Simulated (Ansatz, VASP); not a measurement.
**SnSe in VASP and in Ansatz**

Contents of POSCAR:

```
SnSe
1.0
    0.0000000000      2.9485541872      2.9485541872
    2.9485541872      0.0000000000      2.9485541872
    2.9485541872      2.9485541872      0.0000000000
Sn Se
1 1
Direct
    0.0000000000      0.0000000000      0.0000000000
    0.5000000000      0.5000000000      0.5000000000
```

File INCAR.step1:

```
SYSTEM = SnSe
PREC = Accurate
ENCUT = 520
ISMEAR = 0
SIGMA = 0.02
LREAL = .FALSE.
LASPH = .TRUE.
NELM = 150
ISPIN = 2
MAGMOM = 0.5 0
NBANDS = 21
GGA = PE
ALGO = Normal
EDIFF = 1E-4
LWAVE = .TRUE.
LCHARG = .FALSE.
```

INCAR.step2

```
SYSTEM = SnSe
PREC = Accurate
ENCUT = 520
EDIFF = 1E-7
ISMEAR = 0
SIGMA = 0.02
LREAL = .FALSE.
LASPH = .TRUE.
NELM = 150
ALGO = Normal
ISIF = 2
LWAVE = .FALSE.
LCHARG = .FALSE.
ISPIN = 2
MAGMOM = 0.5 0
LORBIT = 11
METAGGA = R2SCAN
LMIXTAU = .TRUE.
NBANDS = 21
ISTART = 1
```

KPOINTS

```
regular mesh
0
G
  8 8 8
  0 0 0
```

File input.yaml:

```yaml
crystal:
  lattice:
    - [0.0, 2.9485541872, 2.9485541872]
    - [2.9485541872, 0.0, 2.9485541872]
    - [2.9485541872, 2.9485541872, 0.0]
  atoms:
    - { symbol: Sn, position: [0.0, 0.0, 0.0], spin: 0.5 }
    - { symbol: Se, position: [0.5, 0.5, 0.5] }
hamiltonian:
  xc: r2scan
  pseudopotentials: { kind: nc, accuracy: stringent }
magnetization:
  spin_polarized: true
kpoints:
  mp_grid: { grid: [8, 8, 8] }
scf:
  occupations: { method: gaussian, width: 0.02 }
output:
  forces: true
  stress: true
  eigenvalues: true
```

Alike in both runs: task single point; functional r2SCAN; k mesh 8 × 8 × 8; occupations gaussian, width 0.02 eV; collinear spin.

|  | VASP | Ansatz |
| --- | --- | --- |
| version | VASP 6.6.1 | Ansatz 0.2.0 |
| potentials or method | VASP PAW PBE potentials, release 64 (Sn_d, Se) | PseudoDojo stringent (PBE files) |
| plane-wave cutoff (eV) | 520 | 1415 |
| valence electrons in the cell | 20 | 46 |

```tsv
	VASP	Ansatz	Ansatz less VASP
gap on the k mesh at the Fermi level (eV)	0.72	0.71	-0.010
least direct gap on the mesh (eV)	0.76	0.71	-0.044
pressure (GPa)	3.6	3.5	-0.09
net moment per atom (μB)	0.00	0.00	0.000
```

VASP's potentials were made for PBE, not for r2SCAN. VASP's potentials hold 20 valence electrons a cell and Ansatz's 46, so a difference there can come from the potentials and not from the codes.

Noted on Ansatz's run: the meta-GGA runs on potentials made for a GGA.
